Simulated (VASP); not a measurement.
A run of VASP 6.6.1 is set up as follows.

File INCAR:

```
SYSTEM = TaN
ALGO = Normal ; EDIFF = 1E-6
ENCUT = 700 ; GGA_COMPAT = .False.
ISIF = 2 ; ISMEAR = -1
LASPH = .True. ; LCHARG = .False.
LREAL = .False. ; LWAVE = .False.
NBANDS = 16 ; NELM = 120
PREC = Accurate ; SIGMA = 0.15
```

File KPOINTS:

```
k-points
0
Gamma
  16 16 16
  0 0 0
```

File POSCAR:

```
TaN
1.0
    0.0000000000      2.1708986267      2.1708986267
    2.1708986267      0.0000000000      2.1708986267
    2.1708986267      2.1708986267      0.0000000000
Ta N
1 1
Direct
    0.5000000000      0.5000000000      0.5000000000
    0.0000000000      0.0000000000      0.0000000000
```

Potentials or basis: VASP PAW LDA potentials, release 64 (Ta_sv_GW, N).

Command:

```bash
$ cat potpaw_LDA.64/Ta_sv_GW/POTCAR potpaw_LDA.64/N/POTCAR > POTCAR
$ mpirun -np 1 vasp_std > vasp.out
```

(1) What does it give for the band gap on the k mesh?

(2) Estimate the pressure.

## Answers

(1) zero (bands 9 and 10 overlap by 4.24 eV).

(2) 3.1 GPa.

Caveat: the cell stands under pressure; spin-orbit coupling is left out, which moves the levels of the heavy elements.
